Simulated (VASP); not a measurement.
**TaN: single point with PBE**

The system is TaN.

```xyz
2
Lattice="0.0000 2.1245 2.2335 2.1245 0.0000 2.2335 2.1245 2.1245 0.0000" Properties=species:S:1:pos:R:3 pbc="T T T"
Ta    2.1245    2.1245    2.2335
N     0.0000    0.0000    0.0000
```

This cell differs from its parent crystal: strain -0.025 along x and y, +0.025 along z.

```yaml
Program: VASP 6.6.1
Task: single point
Functional: PBE
Potentials_or_basis: VASP PAW PBE potentials, release 64 (Ta_pv, N)
Cutoff: 520 eV
k_mesh: 18 × 18 × 18
Occupations: gaussian, width 0.15 eV
Spin: no spin polarisation
```

```
Pressure               : 28.9 GPa
Band gap on the k mesh : zero (bands 8 and 9 overlap by 4.09 eV)
```

Stress tensor (GPa, compression positive):
```
40.22  0.00  0.00
 0.00 40.22  0.00
 0.00  0.00  6.26
```

Levels at points of the mesh, in eV from the Fermi level:
| k point | band 4 | band 5 | band 6 | band 7 | band 8 | band 9 | band 10 | band 11 | band 12 | band 13 |
| --- | --- | --- | --- | --- | --- | --- | --- | --- | --- | --- |
| (0.00, 0.00, 0.00) | -19.32 | -4.15 | -3.90 | -3.90 | -2.68 | -2.02 | -2.02 | -0.65 | 0.45 | 2.41 |
| (0.50, 0.00, 0.00) | -15.94 | -10.83 | -8.03 | -7.99 | 1.92 | 2.12 | 2.39 | 3.97 | 7.31 | 8.80 |
| (0.50, 0.50, 0.00) | -18.10 | -7.10 | -5.78 | -4.59 | -4.59 | 2.29 | 3.84 | 3.84 | 4.98 | 7.36 |
| (0.50, 0.00, 0.50) | -18.06 | -6.55 | -5.86 | -4.96 | -4.72 | 2.16 | 3.46 | 4.24 | 5.36 | 7.64 |

It took 61 s on 1 thread of Intel(R) Xeon(R) 6975P-C (Granite Rapids), with other jobs on the host, peak memory 0.26 GiB.

Caveat: the cell differs from its parent crystal (strain -0.025 along x and y, +0.025 along z); the cell stands under pressure; spin-orbit coupling is left out, which moves the levels of the heavy elements.
